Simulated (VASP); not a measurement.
# HfB2 (P6/mmm) in VASP: notebook, part 3 of 3

VASP 6.6.1. The steps go on from the part before.

### Step 7. Relaxation of cell and atoms, r2SCAN

This run uses another cell than the first one, of 9.90 Å³/atom.

POSCAR reads:

```
HfB2
1.0
    3.1400000000      0.0000000000      0.0000000000
   -1.5700000000      2.7193200000      0.0000000000
    0.0000000000      0.0000000000      3.4800000000
Hf B
1 2
Direct
    0.0000000000      0.0000000000      0.0000000000
    0.3333333333      0.6666666667      0.5000000000
    0.6666666667      0.3333333333      0.5000000000
```

INCAR.step1 reads:

```
SYSTEM = HfB2
PREC = Accurate ; ENCUT = 600
ISMEAR = -1 ; SIGMA = 0.1
LREAL = .False. ; LASPH = .True.
NELM = 80 ; GGA = PE
ALGO = Normal ; EDIFF = 1E-4
LWAVE = .True. ; LCHARG = .False.
```

INCAR.step2 reads:

```
SYSTEM = HfB2
PREC = Accurate ; ENCUT = 600
EDIFF = 1E-7 ; ISMEAR = -1
SIGMA = 0.1 ; LREAL = .False.
LASPH = .True. ; NELM = 80
ALGO = Normal ; ISIF = 3
LWAVE = .False. ; LCHARG = .False.
METAGGA = R2SCAN ; LMIXTAU = .True.
IBRION = 2 ; NSW = 60
EDIFFG = -0.005 ; ISTART = 1
```

KPOINTS reads:

```
Automatic mesh
0
Gamma
  12 12 10
  0 0 0
```

Potentials or basis: VASP PAW PBE potentials, release 64 (Hf_pv, B).

Command:

```
$ cat potpaw_PBE.64/Hf_pv/POTCAR potpaw_PBE.64/B/POTCAR > POTCAR
$ cp INCAR.step1 INCAR
$ mpirun -np 1 vasp_std > vasp.out
$ cp INCAR.step2 INCAR
$ mpirun -np 1 vasp_std > vasp.out
```

OUTCAR:

```text
SYSTEM = HfB2
   PREC = Accurate
   ENCUT = 600
   EDIFF = 1E-7
   ISMEAR = -1
   LREAL = .False.
   LASPH = .True.
   NELM = 80
   ISIF = 3
   METAGGA = R2SCAN
   IBRION = 2
   NSW = 60
   EDIFFG = -0.005
   ISTART = 1

 ion  position               nearest neighbor table
   1  0.000  0.000  0.000-   2 2.51   3 2.51   2 2.51   3 2.51   3 2.51   3 2.51   2 2.51   2 2.51
                             3 2.51   3 2.51   2 2.51   2 2.51
   2  0.333  0.667  0.500-   3 1.81   3 1.81   3 1.81   1 2.51   1 2.51   1 2.51   1 2.51   1 2.51
                             1 2.51
   3  0.667  0.333  0.500-   2 1.81   2 1.81   2 1.81   1 2.51   1 2.51   1 2.51   1 2.51   1 2.51
                             1 2.51

  LATTYP: Found a hexagonal cell.
 ALAT       =     3.1400000000
 C/A-ratio  =     1.1082802548

  Lattice vectors:

 A1 = (   3.1400000000,   0.0000000000,   0.0000000000)
 A2 = (  -1.5700000000,   2.7193200000,   0.0000000000)
 A3 = (   0.0000000000,   0.0000000000,   3.4800000000)

Analysis of symmetry for initial positions (statically):
=====================================================================
 Subroutine PRICEL returns:
 Original cell was already a primitive cell.

 Routine SETGRP: Setting up the symmetry group for a
 hexagonal supercell.

 Subroutine GETGRP returns: Found 24 space group operations
 (whereof 24 operations were pure point group operations)
 out of a pool of 24 trial point group operations.

The static configuration has the point symmetry D_6h.

Analysis of symmetry for dynamics (positions and initial velocities):
=====================================================================
 Subroutine PRICEL returns:
 Original cell was already a primitive cell.

 Routine SETGRP: Setting up the symmetry group for a
 hexagonal supercell.

 Subroutine GETGRP returns: Found 24 space group operations
 (whereof 24 operations were pure point group operations)
 out of a pool of 24 trial point group operations.

The dynamic configuration has the point symmetry D_6h.

 Subroutine INISYM returns: Found 24 space group operations
[... 137 lines left out ...]

--------------------------------------- Ionic step        1  -------------------------------------------

 number of electron      15.9999999 magnetization

 Free energy of the ion-electron system (eV)
  ---------------------------------------------------
  ext. energy  EPLUGINS =         0.00000000
  ---------------------------------------------------
  free energy    TOTEN  =       -63.09784355 eV

  energy without entropy =      -63.08954832  energy(sigma->0) =      -63.09369593

------------------------ aborting loop because EDIFF is reached ----------------------------------------

  FORCE on cell =-STRESS in cart. coord.  units (eV):
  Direction    XX          YY          ZZ          XY          YZ          ZX
  --------------------------------------------------------------------------------------
  -------------------------------------------------------------------------------------
  Total       -0.2800133     -0.2800133     -0.1530174      0.0000000      0.0000000      0.0000000
  in kB      -15.0980207    -15.0980233     -8.2505358      0.0000000      0.0000000      0.0000000
  external PRESSURE =     -12.8155266 kB  Pullay stress =       0.0000000 kB
[... 172 lines left out ...]
--------------------------------------- Ionic step        6  -------------------------------------------

 number of electron      15.9999999 magnetization

 Free energy of the ion-electron system (eV)
  ---------------------------------------------------
  ext. energy  EPLUGINS =         0.00000000
  ---------------------------------------------------
  free energy    TOTEN  =       -63.09844188 eV

  energy without entropy =      -63.09019195  energy(sigma->0) =      -63.09431691

 E-fermi :   7.8677     XC(G=0): -13.5730

 val. band max:        7.7526274937   @ k =   0.1667   0.1667   0.2000
 cond. band min:       7.9200588579   @ k =   0.0833   0.0833   0.3000
 fundamental gap:      0.1674313642
 Fermi energy:         7.8677311639

 k-point     1 :       0.0000    0.0000    0.0000
  band No.  band energies     occupation
      1     -24.1134      2.00000
      2     -23.5941      2.00000
      3     -23.5941      2.00000
      4      -6.9525      2.00000
      5       4.6269      2.00000
      6       4.6632      2.00000
      7       4.7014      2.00000
      8       4.7014      2.00000
      9      12.0088      0.00000
     10      12.0088      0.00000
     11      12.7065      0.00000
     12      12.7065      0.00000
[... 331 lines left out ...]
 k-point    24 :       0.3333    0.0000    0.1000
  band No.  band energies     occupation
      1     -24.2011      2.00000
      2     -24.0310      2.00000
      3     -23.7295      2.00000
      4      -4.5997      2.00000
      5       0.3038      2.00000
      6       3.5461      2.00000
      7       4.1240      2.00000
      8       5.2384      2.00000
      9      10.0876      0.00000
     10      10.9594      0.00000
     11      11.3830      0.00000
     12      12.9190      0.00000

 [... further k-points ...]
[... 5 lines left out ...]
  --------------------------------------------------------------------------------------
  -------------------------------------------------------------------------------------
  Total       -0.0061458     -0.0061458     -0.0041047      0.0000000      0.0000000      0.0000000
  in kB       -0.3329395     -0.3329396     -0.2223679      0.0000000      0.0000000      0.0000000
  external PRESSURE =      -0.2960823 kB  Pullay stress =       0.0000000 kB
[... 18 lines left out ...]
  FREE ENERGIE OF THE ION-ELECTRON SYSTEM (eV)
  ---------------------------------------------------
  free  energy   TOTEN  =       -63.0984418771 eV

  energy  without entropy=      -63.0901919499  energy(sigma->0) =      -63.09431691

 reached required accuracy - stopping structural energy minimisation
```

OUTCAR.step1:

```text
SYSTEM = HfB2
   PREC = Accurate
   ENCUT = 600
   ISMEAR = -1
   LREAL = .False.
   LASPH = .True.
   NELM = 80
[... 587 lines left out ...]
      0.00000      0.00000      0.00000         0.000000      0.000000     -0.000000
     -0.00000      1.81288      1.74000        -0.000000      0.000000     -0.000000
      1.57000      0.90644      1.74000         0.000000     -0.000000      0.000000
 -----------------------------------------------------------------------------------
    total drift:                               -0.000000      0.000000      0.000000

  FREE ENERGIE OF THE ION-ELECTRON SYSTEM (eV)
  ---------------------------------------------------
  free  energy   TOTEN  =       -26.4088095731 eV

  energy  without entropy=      -26.4003372351  energy(sigma->0) =      -26.40457340
```

Wall time 13 min (1 thread of AMD EPYC 7R43 (Zen 3), shared host); peak memory 0.18 GiB.

What came out:

| Quantity | Value |
| --- | --- |
| Free energy | -63.0984 eV |
| Relaxed volume | 9.86 Å³/atom |
| Relaxed cell | a = 3.134 Å, b = 3.134 Å, c = 3.478 Å, α = 90.00°, β = 90.00°, γ = 120.00° |
| Space group after relaxing (to 0.1 Å) | P6/mmm (No. 191) |
| Energy gained by relaxing | 0.2 meV/atom |
| Ionic steps | 6 |
| Pressure after relaxing | 0.0 GPa |
| Band gap on the k mesh | zero (bands 8 and 9 overlap by 1.45 eV) |

The path:
| step | energy change (eV) | largest force (eV/Å) | pressure (GPa) | volume (Å³) |
| --- | --- | --- | --- | --- |
| 1 | 0.0000 | 0.0000 | -1.28 | 29.71 |
| 2 | 0.0006 | 0.0000 | 1.79 | 29.38 |
| 3 | -0.0006 | 0.0000 | -0.03 | 29.57 |
| 4 | -0.0006 | 0.0000 | 0.03 | 29.57 |
| 5 | -0.0006 | 0.0000 | 0.02 | 29.57 |
| 6 | -0.0006 | 0.0000 | -0.03 | 29.57 |

Final structure:
```xyz
3
Lattice="3.1336 0.0000 0.0000 -1.5668 2.7138 0.0000 0.0000 0.0000 3.4778" Properties=species:S:1:pos:R:3 pbc="T T T"
Hf    3.1336    0.0000    3.4778
B     0.0000    1.8092    1.7389
B     1.5668    0.9046    1.7389
```

Caveat: the PAW data sets were made with another functional, which shifts forces and pressure a little; spin-orbit coupling is left out, which moves the levels of the heavy elements.

### Step 8. Summary

```csv
task,level,cell,cutoff (eV),gap on the mesh (eV),pressure (GPa),relaxed volume (Å³/atom)
single point,PBE+D3(BJ),"a = 3.122, b = 3.122, c = 3.456 Å, angles 90.0, 90.0, 120.0°, 3 atoms",520,none,-0.3,-
single point,r2SCAN+D4,"a = 3.130, b = 3.130, c = 3.465 Å, angles 90.0, 90.0, 120.0°, 3 atoms",520,none,-0.6,-
single point,r2SCAN,"a = 3.136, b = 3.136, c = 3.481 Å, angles 90.0, 90.0, 120.0°, 3 atoms",520,none,-0.6,-
relaxation of cell and atoms,PBE+D3(BJ),"relaxed from a = 3.140, b = 3.140, c = 3.480 Å, angles 90.0, 90.0, 120.0°, 3 atoms",600,none,0.1,9.71
relaxation of cell and atoms,r2SCAN+D4,"relaxed from a = 3.140, b = 3.140, c = 3.480 Å, angles 90.0, 90.0, 120.0°, 3 atoms",600,none,0.0,9.78
relaxation of cell and atoms,r2SCAN,"relaxed from a = 3.140, b = 3.140, c = 3.480 Å, angles 90.0, 90.0, 120.0°, 3 atoms",600,none,0.0,9.86
```

Alike in all rows: potentials or basis VASP PAW PBE potentials, release 64 (Hf_pv, B); no spin polarisation; k mesh 12 × 12 × 10; smearing fermi-dirac 0.1 eV.

Caveats: spin-orbit coupling is left out, which moves the levels of the heavy elements; the PAW data sets were made with another functional, which shifts forces and pressure a little (at least some runs).

Absolute energies hang on the potentials; compare differences alone.
